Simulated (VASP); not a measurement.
Here is a VASP 6.6.1 calculation.

INCAR

```
PREC = Accurate
ENCUT = 600
EDIFF = 1E-7
ISMEAR = -1
SIGMA = 0.1
LREAL = F
LASPH = T
NELM = 100
ALGO = Normal
ISIF = 4
LWAVE = F
LCHARG = F
GGA = PE
IBRION = 2
NSW = 50
EDIFFG = -0.005
```

File KPOINTS:

```
regular mesh
0
Gamma
  16 16 15
```

The input POSCAR:

```
Zn
1.0
    1.9416110059      0.0000000000      0.0000000000
   -0.9708055029      1.6814844553      0.0000000000
    0.0000000000      0.0000000000      2.3198379434
Zn
1
Direct
    0.0000000000      0.0000000000      0.0000000000
```

Potentials or basis: VASP PAW PBE potentials, release 64 (Zn).

The run is started by

```console
$ cat potpaw_PBE.64/Zn/POTCAR > POTCAR
$ mpirun -np 1 vasp_std > vasp.out
```

**Question.** What does it give for the band gap on the k mesh?

**Answer.** Zero (band 6 reaches 16.20 eV, above the bottom of band 7 at 8.25 eV).

Final structure:
```xyz
1
Lattice="2.0725 0.0000 0.0000 -1.0363 1.7949 0.0000 0.0000 0.0000 2.0360" Properties=species:S:1:pos:R:3 pbc="T T T"
Zn    0.0000    0.0000    0.0000
```
